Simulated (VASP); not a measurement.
# Rb2As (P4/mmm) in VASP: single point with PBE

Aim: the single point of Rb2As with PBE.

All numbers are computed with VASP 6.6.1; they aren't measurements. Logs are shortened: lines on timing, memory, paths and dates and some standing lists are left out, and cuts for length are marked.

## Step 1: The cell of the first run

The structure is tetragonal, space group P4/mmm (No. 123). Conventional cell: a = 5.121 Å, b = 5.121 Å, c = 7.242 Å, α = 90.00°, β = 90.00°, γ = 90.00°. Within 4.8 Å of Rb (site symmetry 4/mmm) lie 2 As at 3.62 Å. Rb (site symmetry 4/mmm) has 4 As at 3.62 Å within 4.8 Å. As (site symmetry 4/mmm) has 6 Rb at 3.62 Å within 4.8 Å.

## Step 2: Single point, PBE

Input file INCAR:

```
ALGO = Normal ; EDIFF = 1E-7
ENCUT = 520 ; GGA = PE
ISIF = 2 ; ISMEAR = 0
LASPH = T ; LCHARG = F
LREAL = F ; LWAVE = F
NBANDS = 18 ; NELM = 80
PREC = Accurate ; SIGMA = 0.1
```

Input file KPOINTS:

```
k-points
0
Gamma
  4 4 4
```

Input file POSCAR:

```
Rb2As
1.0
    5.1208673100      0.0000000000      0.0000000000
    0.0000000000      5.1208673100      0.0000000000
    0.0000000000      0.0000000000      7.2420000000
Rb As
2 1
Direct
    0.0000000000      0.0000000000      0.0000000000
    0.5000000000      0.5000000000      0.5000000000
    0.0000000000      0.0000000000      0.5000000000
```

Potentials or basis: VASP PAW PBE potentials, release 64 (Rb_sv, As).

The run is started by

```console
$ cat potpaw_PBE.64/Rb_sv/POTCAR potpaw_PBE.64/As/POTCAR > POTCAR
$ mpirun -np 1 vasp_std > vasp.out
```

OUTCAR:

```text
EDIFF = 1E-7
   ENCUT = 520
   GGA = PE
   ISIF = 2
   ISMEAR = 0
   LASPH = T
   LREAL = F
   NELM = 80
   PREC = Accurate

 ion  position               nearest neighbor table
   1  0.000  0.000  0.000-   3 3.62   3 3.62   2 5.12   2 5.12   2 5.12   2 5.12   2 5.12   2 5.12
                             2 5.12   2 5.12
   2  0.500  0.500  0.500-   3 3.62   3 3.62   3 3.62   3 3.62   1 5.12   1 5.12   1 5.12   1 5.12
                             1 5.12   1 5.12   1 5.12   1 5.12
   3  0.000  0.000  0.500-   1 3.62   1 3.62   2 3.62   2 3.62   2 3.62   2 3.62

  LATTYP: Found a simple tetragonal cell.
 ALAT       =     5.1208673100
 C/A-ratio  =     1.4142135622

  Lattice vectors:

 A1 = (   5.1208673100,   0.0000000000,   0.0000000000)
 A2 = (   0.0000000000,   5.1208673100,   0.0000000000)
 A3 = (   0.0000000000,   0.0000000000,   7.2420000000)

Analysis of symmetry for initial positions (statically):
=====================================================================
 Subroutine PRICEL returns:
 Original cell was already a primitive cell.

 Routine SETGRP: Setting up the symmetry group for a
 simple tetragonal supercell.

 Subroutine GETGRP returns: Found 16 space group operations
 (whereof 16 operations were pure point group operations)
 out of a pool of 16 trial point group operations.

The static configuration has the point symmetry D_4h.

Analysis of symmetry for dynamics (positions and initial velocities):
=====================================================================
 Subroutine PRICEL returns:
 Original cell was already a primitive cell.

 Routine SETGRP: Setting up the symmetry group for a
 simple tetragonal supercell.

 Subroutine GETGRP returns: Found 16 space group operations
 (whereof 16 operations were pure point group operations)
 out of a pool of 16 trial point group operations.

The dynamic configuration has the point symmetry D_4h.

 Subroutine INISYM returns: Found 16 space group operations
 (whereof 16 operations are pure point group operations),
 and found     1 'primitive' translations

----------------------------------------------------------------------------------------

                                     Primitive cell

  volume of cell :     189.9090

  direct lattice vectors                    reciprocal lattice vectors
     5.120867310  0.000000000  0.000000000     0.195279420  0.000000000  0.000000000
     0.000000000  5.120867310  0.000000000     0.000000000  0.195279420  0.000000000
     0.000000000  0.000000000  7.242000000     0.000000000  0.000000000  0.138083402

  length of vectors
     5.120867310  5.120867310  7.242000000     0.195279420  0.195279420  0.138083402

  position of ions in fractional coordinates (direct lattice)
     0.000000000  0.000000000  0.000000000
     0.500000000  0.500000000  0.500000000
     0.000000000  0.000000000  0.500000000

  ion indices of the primitive-cell ions
   primitive index   ion index
                 1           1
                 2           2
                 3           3

----------------------------------------------------------------------------------------

 KPOINTS: k-points

Automatic generation of k-mesh.
 Grid dimensions read from file:
 generate k-points for:    4    4    4

 Generating k-lattice:

  Cartesian coordinates                     Fractional coordinates (reciprocal lattice)
     0.048819855  0.000000000  0.000000000     0.250000000  0.000000000  0.000000000
     0.000000000  0.048819855  0.000000000     0.000000000  0.250000000  0.000000000
     0.000000000  0.000000000  0.034520851     0.000000000  0.000000000  0.250000000

  Length of vectors
     0.048819855  0.048819855  0.034520851

  Shift w.r.t. Gamma in fractional coordinates (k-lattice)
     0.000000000  0.000000000  0.000000000

 Subroutine IBZKPT returns following result:
 ===========================================

 Found     18 irreducible k-points:

 Following reciprocal coordinates:
            Coordinates               Weight
  0.000000  0.000000  0.000000      1.000000
  0.250000  0.000000  0.000000      4.000000
  0.500000  0.000000  0.000000      2.000000
  0.250000  0.250000  0.000000      4.000000
  0.500000  0.250000  0.000000      4.000000
  0.500000  0.500000  0.000000      1.000000
[... 10 lines left out ...]
  0.500000  0.250000  0.500000      4.000000
  0.500000  0.500000  0.500000      1.000000
   k-points           NKPTS =     18   k-points in BZ     NKDIM =     18   number of bands    NBANDS=     18
   number of dos      NEDOS =    301   number of ions     NIONS =      3
   total plane-waves  NPLWV =  86400
   dimension x,y,z NGX =    40 NGY =   40 NGZ =   54
   dimension x,y,z NGXF=    80 NGYF=   80 NGZF=  108
   ions per type =               2   1
   NGX,Y,Z   is equivalent  to a cutoff of  12.99, 12.99, 12.40 a.u.
   NGXF,Y,Z  is equivalent  to a cutoff of  25.97, 25.97, 24.79 a.u.
 SYSTEM =  unknown system
   PREC   = accura    normal or accurate (medium, high low for compatibility)
   ISTART =      0    job   : 0-new  1-cont  2-samecut
   ICHARG =      2    charge: 1-file 2-atom 10-const
   ISPIN  =      1    spin polarized calculation?
   LNONCOLLINEAR =      F non collinear calculations
   LSORBIT =      F    spin-orbit coupling
   LASPH  =      T    aspherical Exc in radial PAW
   ENCUT  =  520.0 eV  38.22 Ry    6.18 a.u.   9.52  9.52 13.47*2*pi/ulx,y,z
   NELM   =     80;   NELMIN=  2; NELMDL= -5     # of ELM steps
   EDIFF  = 0.1E-06   stopping-criterion for ELM
   LREAL  =      F    real-space projection
   EDIFFG = 0.1E-05   stopping-criterion for IOM
   NSW    =      0    number of steps for IOM
   IBRION =     -1    ionic relax: 0-MD 1-quasi-New 2-CG
   NFREE  =      0    steps in history (QN), initial steepest desc. (CG)
   ISIF   =      2    stress and relaxation
   ISYM   =      2    0-nonsym 1-usesym 2-fastsym
   POTIM  = 0.5000    time-step for ionic-motion
   TEBEG  =    0.0;   TEEND  =   0.0 temperature during run
   PSTRESS=    0.0 pullay stress
   NELECT =      23.0000    total number of electrons
   NUPDOWN=      -1.0000    fix difference up-down
   EMIN   =  10.00;   EMAX   =-10.00  energy-range for DOS
   EFERMI =   0.00;   METHOD = LEGACY
   ISMEAR =     0;   SIGMA  =   0.10  broadening in eV -4-tet -1-fermi 0-gaus
   EFERMI_NEDOS =   21; number of points for ismear=-14 and -15
   IALGO  =     38    algorithm
   IMIX   =      4    mixing-type and parameters
     AMIX     =   0.40;   BMIX     =  1.00
     AMIX_MAG =   1.60;   BMIX_MAG =  1.00
  volume/ion in A,a.u.               =      63.30       427.19
  Fermi-wavevector in a.u.,A,eV,Ry     =   0.809970  1.530621  8.926121  0.656051
  Thomas-Fermi vector in A             =   1.919059
   LORBIT       =      0    0 simple, 1 ext, 2 COOP (PROOUT), +10 PAW based schemes
   GGA     = PE    functional components
   LHFCALC =     F    Hartree Fock is set to
   AEXX    =    0.0000 exact exchange contribution
   IVDW    =     0    specifies the selected vdW correction
   LEPSILON=     F    determine dielectric tensor
   LRPA    =     F    only Hartree local field effects (RPA)
 non-spin polarized calculation
 Gauss-broadening in eV      SIGMA  =   0.10
  energy-cutoff  :      520.00
  volume of cell :      189.91
 maximum number of plane-waves:      5175
 NGX is ok and might be reduce to    40
   NGX = 19   NGY = 19   NGZ = 27

 number of electron      23.0000001 magnetization

 Free energy of the ion-electron system (eV)
  ---------------------------------------------------
  ext. energy  EPLUGINS =         0.00000000
  ---------------------------------------------------
  free energy    TOTEN  =        -6.52211483 eV

  energy without entropy =       -6.50350890  energy(sigma->0) =       -6.51281187

 E-fermi :  -0.3516     XC(G=0):  -5.9420

 val. band max:       -0.3905935878   @ k =   0.5000   0.2500   0.0000
 cond. band min:      -0.3451059854   @ k =   0.5000   0.0000   0.5000
 fundamental gap:      0.0454876025
 Fermi energy:        -0.3515580929

 k-point     1 :       0.0000    0.0000    0.0000
  band No.  band energies     occupation
      1     -28.4965      2.00000
      2     -27.3174      2.00000
      3     -12.6619      2.00000
      4     -12.6619      2.00000
      5     -12.4190      2.00000
      6     -11.5742      2.00000
[... 10 lines left out ...]
     17       4.1367      0.00000
     18       4.1369      0.00000

 k-point     2 :       0.2500    0.0000    0.0000
  band No.  band energies     occupation
      1     -28.4960      2.00000
      2     -27.3168      2.00000
      3     -12.6832      2.00000
      4     -12.6601      2.00000
      5     -12.4159      2.00000
      6     -11.5727      2.00000
[... 10 lines left out ...]
     17       4.3993      0.00000
     18       4.4017      0.00000

 k-point     3 :       0.5000    0.0000    0.0000
  band No.  band energies     occupation
      1     -28.4954      2.00000
      2     -27.3162      2.00000
      3     -12.7042      2.00000
      4     -12.6582      2.00000
      5     -12.4128      2.00000
      6     -11.5712      2.00000
[... 10 lines left out ...]
     17       4.6335      0.00000
     18       4.7862      0.00000

 k-point     4 :       0.2500    0.2500    0.0000
  band No.  band energies     occupation
      1     -28.4954      2.00000
      2     -27.3162      2.00000
      3     -12.6814      2.00000
      4     -12.6809      2.00000
      5     -12.4133      2.00000
      6     -11.5707      2.00000
[... 249 lines left out ...]
      4     -12.6805      2.00000
      5     -12.4327      2.00000
      6     -11.5717      2.00000
[... 10 lines left out ...]
     17       4.3710      0.00000
     18       5.1698      0.00000

 k-point    17 :       0.5000    0.2500    0.5000
  band No.  band energies     occupation
      1     -28.4949      2.00000
      2     -27.3156      2.00000
      3     -12.7021      2.00000
      4     -12.6788      2.00000
      5     -12.4303      2.00000
      6     -11.5690      2.00000
[... 10 lines left out ...]
     17       4.0431      0.00000
     18       4.8832      0.00000

 k-point    18 :       0.5000    0.5000    0.5000
  band No.  band energies     occupation
      1     -28.4944      2.00000
      2     -27.3150      2.00000
      3     -12.6993      2.00000
      4     -12.6993      2.00000
      5     -12.4258      2.00000
      6     -11.5672      2.00000
[... 10 lines left out ...]
     17       4.1951      0.00000
     18       4.1951      0.00000

------------------------ aborting loop because EDIFF is reached ----------------------------------------

  FORCE on cell =-STRESS in cart. coord.  units (eV):
  Direction    XX          YY          ZZ          XY          YZ          ZX
  --------------------------------------------------------------------------------------
  -------------------------------------------------------------------------------------
  Total       -0.5344649     -0.5344649     -1.8543499      0.0000000      0.0000000      0.0000000
  in kB       -4.5090416     -4.5090416    -15.6443205      0.0000000      0.0000000      0.0000000
  external PRESSURE =      -8.2208012 kB  Pullay stress =       0.0000000 kB

 VOLUME and BASIS-vectors are now :
 -----------------------------------------------------------------------------
  energy-cutoff  :      520.00
  volume of cell :      189.91
      direct lattice vectors                 reciprocal lattice vectors
     5.120867310  0.000000000  0.000000000     0.195279420  0.000000000  0.000000000
     0.000000000  5.120867310  0.000000000     0.000000000  0.195279420  0.000000000
     0.000000000  0.000000000  7.242000000     0.000000000  0.000000000  0.138083402

 POSITION                                       TOTAL-FORCE (eV/Angst)
 -----------------------------------------------------------------------------------
      0.00000      0.00000      0.00000         0.000000      0.000000      0.000000
      2.56043      2.56043      3.62100         0.000000      0.000000      0.000000
      0.00000      0.00000      3.62100         0.000000      0.000000      0.000000
 -----------------------------------------------------------------------------------
    total drift:                                0.000000      0.000000     -0.000000

  FREE ENERGIE OF THE ION-ELECTRON SYSTEM (eV)
  ---------------------------------------------------
  free  energy   TOTEN  =        -6.5221148338 eV

  energy  without entropy=       -6.5035089016  energy(sigma->0) =       -6.51281187
```

Wall time 59 s (1 thread of Intel Xeon Platinum 8488C (Sapphire Rapids), shared host); peak memory 0.3 GiB.

Results:

```yaml
Free_energy: -6.5221 eV
Pressure: -0.8 GPa
```
